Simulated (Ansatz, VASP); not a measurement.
# Ag: VASP beside Ansatz

```
Ag
1.0
     2.92440    0.00000    0.00000
    -1.46220    2.53261    0.00000
     0.00000    0.00000    4.69071
Ag
2
Direct
  0.33333 0.66667 0.25000
  0.66667 0.33333 0.75000
```

Change from the starting cell: strain +0.0200 x Voigt [1, 1, 0, 0, 0, 0], atoms carried along.

Alike in both runs: task single point; functional PBEsol; k mesh 24 × 24 × 14; occupations gaussian, width 0.15 eV; no spin polarisation.

```csv
,VASP,Ansatz
version,VASP 6.6.1,Ansatz 0.2.0
potentials or method,"VASP PAW PBE potentials, release 64 (Ag), cutoff 520 eV","scalar-relativistic, plane waves, PAW"
valence electrons in the cell,22,38
```

Ansatz gave:

```
gap on the k mesh at the Fermi level (eV)                     : none
pressure (GPa)                                                : -4.2
traceless stress, the component that is largest in VASP (GPa) : 1.56
```

What did VASP give for the same quantities?

gap on the k mesh at the Fermi level (eV): none; pressure (GPa): -4.3; traceless stress, the component that is largest in VASP (GPa): 1.54.

VASP's potentials were made for PBE, not for PBEsol. A gap of «none» marks a metal or a gap that the smearing closes. The functional is the same, so the differences come from potentials, cutoffs and numerics. VASP's potentials hold 22 valence electrons a cell and Ansatz's 38, so a difference there can come from the potentials and not from the codes.
